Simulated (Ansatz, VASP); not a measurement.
**BeS in VASP and in Ansatz**

File INCAR:

```
SYSTEM = BeS
PREC = Accurate ; ENCUT = 600
EDIFF = 1E-6 ; ISMEAR = -1
SIGMA = 0.1 ; LREAL = .False.
LASPH = .True. ; NELM = 60
ALGO = Normal ; ISIF = 3
LWAVE = .False. ; LCHARG = .False.
GGA = PS ; IBRION = 2
NSW = 100 ; EDIFFG = -0.002
```

KPOINTS

```
Automatic mesh
0
Gamma
  12 12 12
  0 0 0
```

File POSCAR:

```
BeS
1.0
    0.0000000000      2.4250000000      2.4250000000
    2.4250000000      0.0000000000      2.4250000000
    2.4250000000      2.4250000000      0.0000000000
Be S
1 1
Direct
    0.0000000000      0.0000000000      0.0000000000
    0.7500000000      0.7500000000      0.7500000000
```

Input for Ansatz:

```yaml
crystal:
  lattice:
    - [0.0, 2.425, 2.425]
    - [2.425, 0.0, 2.425]
    - [2.425, 2.425, 0.0]
  atoms:
    - { symbol: Be, position: [0.0, 0.0, 0.0] }
    - { symbol: S, position: [0.75, 0.75, 0.75] }
kpoints:
  mp_grid: { grid: [12, 12, 12] }
scf:
  occupations: { method: fermi_dirac, width: 0.1 }
hamiltonian:
  xc: pbesol
  pseudopotentials: { kind: paw }
relax:
  f_tol: 0.002
  max_steps: 80
  cell: {}
output:
  forces: true
  stress: true
```

Alike in both runs: task relaxation of cell and atoms; functional PBEsol; k mesh 12 × 12 × 12; occupations fermi-dirac, width 0.1 eV; no spin polarisation.

|  | VASP | Ansatz |
| --- | --- | --- |
| version | VASP 6.6.1 | Ansatz 0.2.0 |
| potentials or method | VASP PAW PBE potentials, release 64 (Be, S) | PAW with Ansatz's default frozen-core files, scalar-relativistic |
| plane-wave cutoff (eV) | 600 | 420 |
| valence electrons in the cell | 8 | 8 |

|  | VASP | Ansatz | Ansatz less VASP |
| --- | --- | --- | --- |
| relaxed volume (Å³/atom) | 14.18 | 14.15 | -0.027 |
| relaxed cell length with the largest relative difference (Å) | 3.423 | 3.421 | -0.0022 |

VASP's potentials were made for PBE, not for PBEsol.
